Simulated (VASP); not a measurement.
# InSe (P6_3/mmc) in VASP: single point with r2SCAN

Aim: the single point of InSe with r2SCAN.

Everything below comes from runs of VASP 6.6.1. Logs are shortened: lines on timing, memory, paths and dates and some standing lists are left out, and cuts for length are marked.

**1. The cell of the first run**

It takes space group P6_3/mmc (No. 194, hexagonal). Conventional cell: a = 4.042 Å, b = 4.042 Å, c = 17.537 Å, α = 90.00°, β = 90.00°, γ = 120.00°. Within 3.5 Å of In (site symmetry 3m) lie 3 Se at 2.65 Å and 1 In at 2.80 Å. Se (site symmetry 3m) has 3 In at 2.65 Å within 3.5 Å.

**2. Single point, r2SCAN**

The input, POSCAR:

```
InSe
1.0
    4.0418807324      0.0000000000      0.0000000000
   -2.0209403662      3.5003713933      0.0000000000
    0.0000000000      0.0000000000     17.5369872484
In Se
4 4
Direct
    0.3333333333      0.6666666667      0.1702794304
    0.6666666667      0.3333333333      0.6702794304
    0.3333333333      0.6666666667      0.3297205696
    0.6666666667      0.3333333333      0.8297205696
    0.3333333333      0.6666666667      0.5984014945
    0.6666666667      0.3333333333      0.0984014945
    0.3333333333      0.6666666667      0.9015985055
    0.6666666667      0.3333333333      0.4015985055
```

The input, INCAR.step1:

```
SYSTEM = InSe
  PREC = Accurate
  ENCUT = 520
  ISMEAR = 0
  SIGMA = 0.1
  LREAL = .FALSE.
  LASPH = .TRUE.
  NELM = 80
  NBANDS = 48
  GGA = PE
  ALGO = Normal
  EDIFF = 1E-4
  LWAVE = .TRUE.
  LCHARG = .FALSE.
```

The input, INCAR.step2:

```
SYSTEM = InSe
  PREC = Accurate
  ENCUT = 520
  EDIFF = 1E-6
  ISMEAR = 0
  SIGMA = 0.1
  LREAL = .FALSE.
  LASPH = .TRUE.
  NELM = 80
  ALGO = Normal
  ISIF = 2
  LWAVE = .FALSE.
  LCHARG = .FALSE.
  METAGGA = R2SCAN
  LMIXTAU = .TRUE.
  NBANDS = 48
  ISTART = 1
```

The input, KPOINTS:

```
regular mesh
0
G
  6 6 1
  0 0 0
```

Potentials or basis: VASP PAW PBE potentials, release 64 (In_d, Se).

Command:

```
$ cat potpaw_PBE.64/In_d/POTCAR potpaw_PBE.64/Se/POTCAR > POTCAR
$ cp INCAR.step1 INCAR
$ mpirun -np 1 vasp_std > vasp.out
$ cp INCAR.step2 INCAR
$ mpirun -np 1 vasp_std > vasp.out
```

OUTCAR:

```text
SYSTEM = InSe
   PREC = Accurate
   ENCUT = 520
   EDIFF = 1E-6
   ISMEAR = 0
   LREAL = .FALSE.
   LASPH = .TRUE.
   NELM = 80
   ISIF = 2
   METAGGA = R2SCAN
   ISTART = 1

 ion  position               nearest neighbor table
   1  0.333  0.667  0.170-   6 2.65   6 2.65   6 2.65   3 2.80
   2  0.667  0.333  0.670-   5 2.65   5 2.65   5 2.65   4 2.80
   3  0.333  0.667  0.330-   8 2.65   8 2.65   8 2.65   1 2.80
   4  0.667  0.333  0.830-   7 2.65   7 2.65   7 2.65   2 2.80
   5  0.333  0.667  0.598-   2 2.65   2 2.65   2 2.65
   6  0.667  0.333  0.098-   1 2.65   1 2.65   1 2.65
   7  0.333  0.667  0.902-   4 2.65   4 2.65   4 2.65
   8  0.667  0.333  0.402-   3 2.65   3 2.65   3 2.65

  LATTYP: Found a hexagonal cell.
 ALAT       =     4.0418807324
 C/A-ratio  =     4.3388185871

  Lattice vectors:

 A1 = (   4.0418807324,   0.0000000000,   0.0000000000)
 A2 = (  -2.0209403662,   3.5003713933,   0.0000000000)
 A3 = (   0.0000000000,   0.0000000000,  17.5369872484)

Analysis of symmetry for initial positions (statically):
=====================================================================
 Subroutine PRICEL returns:
 Original cell was already a primitive cell.

 Routine SETGRP: Setting up the symmetry group for a
 hexagonal supercell.

 Subroutine GETGRP returns: Found 24 space group operations
 (whereof 12 operations were pure point group operations)
 out of a pool of 24 trial point group operations.

The static configuration has the point symmetry D_3d.
 The point group associated with its full space group is D_6h.

Analysis of symmetry for dynamics (positions and initial velocities):
=====================================================================
 Subroutine PRICEL returns:
 Original cell was already a primitive cell.

 Routine SETGRP: Setting up the symmetry group for a
 hexagonal supercell.

 Subroutine GETGRP returns: Found 24 space group operations
 (whereof 12 operations were pure point group operations)
 out of a pool of 24 trial point group operations.

The dynamic configuration has the point symmetry D_3d.
 The point group associated with its full space group is D_6h.

 Subroutine INISYM returns: Found 24 space group operations
 (whereof 12 operations are pure point group operations),
 and found     1 'primitive' translations

----------------------------------------------------------------------------------------

                                     Primitive cell

  volume of cell :     248.1148

  direct lattice vectors                    reciprocal lattice vectors
     4.041880732  0.000000000  0.000000000     0.247409576  0.142841986  0.000000000
    -2.020940366  3.500371393  0.000000000     0.000000000  0.285683971  0.000000000
     0.000000000  0.000000000 17.536987248     0.000000000  0.000000000  0.057022337

  length of vectors
     4.041880732  4.041880732 17.536987248     0.285683971  0.285683971  0.057022337

  position of ions in fractional coordinates (direct lattice)
     0.333333333  0.666666667  0.170279430
     0.666666667  0.333333333  0.670279430
     0.333333333  0.666666667  0.329720570
     0.666666667  0.333333333  0.829720570
     0.333333333  0.666666667  0.598401495
     0.666666667  0.333333333  0.098401495
     0.333333333  0.666666667  0.901598505
     0.666666667  0.333333333  0.401598505

  ion indices of the primitive-cell ions
   primitive index   ion index
                 1           1
                 2           2
                 3           3
                 4           4
                 5           5
                 6           6
                 7           7
                 8           8

----------------------------------------------------------------------------------------

 KPOINTS: regular mesh

Automatic generation of k-mesh.
 Grid dimensions read from file:
 generate k-points for:    6    6    1

 Generating k-lattice:

  Cartesian coordinates                     Fractional coordinates (reciprocal lattice)
     0.041234929  0.023806998  0.000000000     0.166666667  0.000000000  0.000000000
     0.000000000  0.047613995  0.000000000     0.000000000  0.166666667  0.000000000
     0.000000000  0.000000000  0.057022337     0.000000000  0.000000000  1.000000000

  Length of vectors
     0.047613995  0.047613995  0.057022337

  Shift w.r.t. Gamma in fractional coordinates (k-lattice)
     0.000000000  0.000000000  0.000000000

 Subroutine IBZKPT returns following result:
 ===========================================

 Found      7 irreducible k-points:

 Following reciprocal coordinates:
            Coordinates               Weight
  0.000000  0.000000  0.000000      1.000000
  0.166667  0.000000  0.000000      6.000000
  0.333333  0.000000  0.000000      6.000000
  0.500000  0.000000  0.000000      3.000000
  0.166667  0.166667  0.000000      6.000000
  0.333333  0.166667  0.000000     12.000000
  0.333333  0.333333  0.000000      2.000000
   k-points           NKPTS =      7   k-points in BZ     NKDIM =      7   number of bands    NBANDS=     48
   number of dos      NEDOS =    301   number of ions     NIONS =      8
   total plane-waves  NPLWV = 126000
   dimension x,y,z NGX =    30 NGY =   30 NGZ =  140
   dimension x,y,z NGXF=    60 NGYF=   60 NGZF=  280
   ions per type =               4   4
   NGX,Y,Z   is equivalent  to a cutoff of  12.34, 12.34, 13.27 a.u.
   NGXF,Y,Z  is equivalent  to a cutoff of  24.68, 24.68, 26.54 a.u.
 SYSTEM =  InSe
   PREC   = accura    normal or accurate (medium, high low for compatibility)
   ISTART =      1    job   : 0-new  1-cont  2-samecut
   ICHARG =      0    charge: 1-file 2-atom 10-const
   ISPIN  =      1    spin polarized calculation?
   LNONCOLLINEAR =      F non collinear calculations
   LSORBIT =      F    spin-orbit coupling
   LASPH  =      T    aspherical Exc in radial PAW
   ENCUT  =  520.0 eV  38.22 Ry    6.18 a.u.   7.52  7.52 32.61*2*pi/ulx,y,z
   NELM   =     80;   NELMIN=  2; NELMDL=  0     # of ELM steps
   EDIFF  = 0.1E-05   stopping-criterion for ELM
   LREAL  =      F    real-space projection
   EDIFFG = 0.1E-04   stopping-criterion for IOM
   NSW    =      0    number of steps for IOM
   IBRION =     -1    ionic relax: 0-MD 1-quasi-New 2-CG
   NFREE  =      0    steps in history (QN), initial steepest desc. (CG)
   ISIF   =      2    stress and relaxation
   ISYM   =      2    0-nonsym 1-usesym 2-fastsym
   POTIM  = 0.5000    time-step for ionic-motion
   TEBEG  =    0.0;   TEEND  =   0.0 temperature during run
   PSTRESS=    0.0 pullay stress
   NELECT =      76.0000    total number of electrons
   NUPDOWN=      -1.0000    fix difference up-down
   EMIN   =  10.00;   EMAX   =-10.00  energy-range for DOS
   EFERMI =   0.00;   METHOD = LEGACY
   ISMEAR =     0;   SIGMA  =   0.10  broadening in eV -4-tet -1-fermi 0-gaus
   EFERMI_NEDOS =   21; number of points for ismear=-14 and -15
   IALGO  =     38    algorithm
   IMIX   =      4    mixing-type and parameters
     AMIX     =   0.40;   BMIX     =  1.00
     AMIX_MAG =   1.60;   BMIX_MAG =  1.00
  volume/ion in A,a.u.               =      31.01       209.30
  Fermi-wavevector in a.u.,A,eV,Ry     =   1.103558  2.085422 16.569722  1.217840
  Thomas-Fermi vector in A             =   2.240018
   LORBIT       =      0    0 simple, 1 ext, 2 COOP (PROOUT), +10 PAW based schemes
   METAGGA = R2SCAN    functional components
   LHFCALC =     F    Hartree Fock is set to
   AEXX    =    0.0000 exact exchange contribution
   IVDW    =     0    specifies the selected vdW correction
   LEPSILON=     F    determine dielectric tensor
   LRPA    =     F    only Hartree local field effects (RPA)
 non-spin polarized calculation
 Gauss-broadening in eV      SIGMA  =   0.10
  energy-cutoff  :      520.00
  volume of cell :      248.11
 maximum number of plane-waves:      6731
   NGX = 15   NGY = 15   NGZ = 65

 number of electron      75.9999999 magnetization

 Free energy of the ion-electron system (eV)
  ---------------------------------------------------
  ext. energy  EPLUGINS =         0.00000000
  ---------------------------------------------------
  free energy    TOTEN  =      -152.94313199 eV

  energy without entropy =     -152.94313199  energy(sigma->0) =     -152.94313199

 E-fermi :   3.6505     XC(G=0):  -9.1020

 val. band max:        3.1689809436   @ k =   0.0000   0.0000   0.0000
 cond. band min:       4.1510275615   @ k =   0.0000   0.0000   0.0000
 fundamental gap:      0.9820466179
 Fermi energy:         3.6505358493

 k-point     1 :       0.0000    0.0000    0.0000
  band No.  band energies     occupation
      1     -11.9619      2.00000
      2     -11.9618      2.00000
      3     -11.7754      2.00000
      4     -11.7754      2.00000
      5     -11.7752      2.00000
      6     -11.7752      2.00000
[... 40 lines left out ...]
     47       9.2048      0.00000
     48       9.2049      0.00000

 k-point     2 :       0.1667    0.0000    0.0000
  band No.  band energies     occupation
      1     -11.9716      2.00000
      2     -11.9707      2.00000
      3     -11.8554      2.00000
      4     -11.8516      2.00000
      5     -11.7995      2.00000
      6     -11.7939      2.00000
[... 40 lines left out ...]
     47       8.1904      0.00000
     48       8.5560      0.00000

 k-point     3 :       0.3333    0.0000    0.0000
  band No.  band energies     occupation
      1     -12.0556      2.00000
      2     -12.0516      2.00000
      3     -11.9458      2.00000
      4     -11.9400      2.00000
      5     -11.8964      2.00000
      6     -11.8949      2.00000
[... 40 lines left out ...]
     47       8.1448      0.00000
     48       8.3181      0.00000

 k-point     4 :       0.5000    0.0000    0.0000
  band No.  band energies     occupation
      1     -12.1053      2.00000
      2     -12.1029      2.00000
      3     -12.0009      2.00000
      4     -11.9975      2.00000
      5     -11.8945      2.00000
      6     -11.8936      2.00000
[... 40 lines left out ...]
     47       8.0489      0.00000
     48       8.2996      0.00000

 k-point     5 :       0.1667    0.1667    0.0000
  band No.  band energies     occupation
      1     -12.0258      2.00000
      2     -12.0219      2.00000
      3     -11.9114      2.00000
      4     -11.9050      2.00000
      5     -11.8953      2.00000
      6     -11.8933      2.00000
[... 40 lines left out ...]
     47       8.2602      0.00000
     48       8.4100      0.00000

 k-point     6 :       0.3333    0.1667    0.0000
  band No.  band energies     occupation
      1     -12.0941      2.00000
      2     -12.0914      2.00000
      3     -11.9937      2.00000
      4     -11.9901      2.00000
      5     -11.8952      2.00000
      6     -11.8945      2.00000
[... 40 lines left out ...]
     47       8.1789      0.00000
     48       8.4720      0.00000

 k-point     7 :       0.3333    0.3333    0.0000
  band No.  band energies     occupation
      1     -12.1053      2.00000
      2     -12.1053      2.00000
      3     -12.0103      2.00000
      4     -12.0103      2.00000
      5     -11.8933      2.00000
      6     -11.8933      2.00000
[... 40 lines left out ...]
     47       9.4477      0.00000
     48       9.4477      0.00000

------------------------ aborting loop because EDIFF is reached ----------------------------------------

  FORCE on cell =-STRESS in cart. coord.  units (eV):
  Direction    XX          YY          ZZ          XY          YZ          ZX
  --------------------------------------------------------------------------------------
  -------------------------------------------------------------------------------------
  Total        0.0339159      0.0339159      0.0699646      0.0000000      0.0000000      0.0000000
  in kB        0.2190089      0.2190089      0.4517895      0.0000000      0.0000000      0.0000000
  external PRESSURE =       0.2966025 kB  Pullay stress =       0.0000000 kB

 VOLUME and BASIS-vectors are now :
 -----------------------------------------------------------------------------
  energy-cutoff  :      520.00
  volume of cell :      248.11
      direct lattice vectors                 reciprocal lattice vectors
     4.041880732  0.000000000  0.000000000     0.247409576  0.142841986  0.000000000
    -2.020940366  3.500371393  0.000000000     0.000000000  0.285683971  0.000000000
     0.000000000  0.000000000 17.536987248     0.000000000  0.000000000  0.057022337

 POSITION                                       TOTAL-FORCE (eV/Angst)
 -----------------------------------------------------------------------------------
     -0.00000      2.33358      2.98619         0.000000      0.000000      0.000404
      2.02094      1.16679     11.75468         0.000000     -0.000000      0.000404
     -0.00000      2.33358      5.78231         0.000000      0.000000     -0.000404
      2.02094      1.16679     14.55080        -0.000000     -0.000000     -0.000404
     -0.00000      2.33358     10.49416         0.000000     -0.000000     -0.007266
      2.02094      1.16679      1.72567        -0.000000     -0.000000     -0.007266
     -0.00000      2.33358     15.81132         0.000000     -0.000000      0.007266
      2.02094      1.16679      7.04283        -0.000000     -0.000000      0.007266
 -----------------------------------------------------------------------------------
    total drift:                               -0.000000      0.000000     -0.000000

  FREE ENERGIE OF THE ION-ELECTRON SYSTEM (eV)
  ---------------------------------------------------
  free  energy   TOTEN  =      -152.9431319865 eV

  energy  without entropy=     -152.9431319865  energy(sigma->0) =     -152.94313199
```

Wall time 9.7 min (1 thread of Intel Xeon Platinum 8559C (Emerald Rapids), shared host); peak memory 0.41 GiB.

Results:

```yaml
Free_energy: -152.9431 eV
Pressure: 0.0 GPa
Largest_force: 0.007 eV/Å
Band_gap_on_the_k_mesh: 0.98 eV, direct
```

Forces in eV/Å, atoms in the order of the input:
```
In   0.000  0.000  0.000
In   0.000  0.000  0.000
In   0.000  0.000  0.000
In   0.000  0.000  0.000
Se   0.000  0.000 -0.007
Se   0.000  0.000 -0.007
Se   0.000  0.000  0.007
Se   0.000  0.000  0.007
```

Caveat: the PAW data sets were made with another functional, which shifts forces and pressure a little; spin-orbit coupling is left out, which moves the levels of the heavy elements. r2SCAN opens gaps a little over a GGA but as a rule still falls short of measured ones.
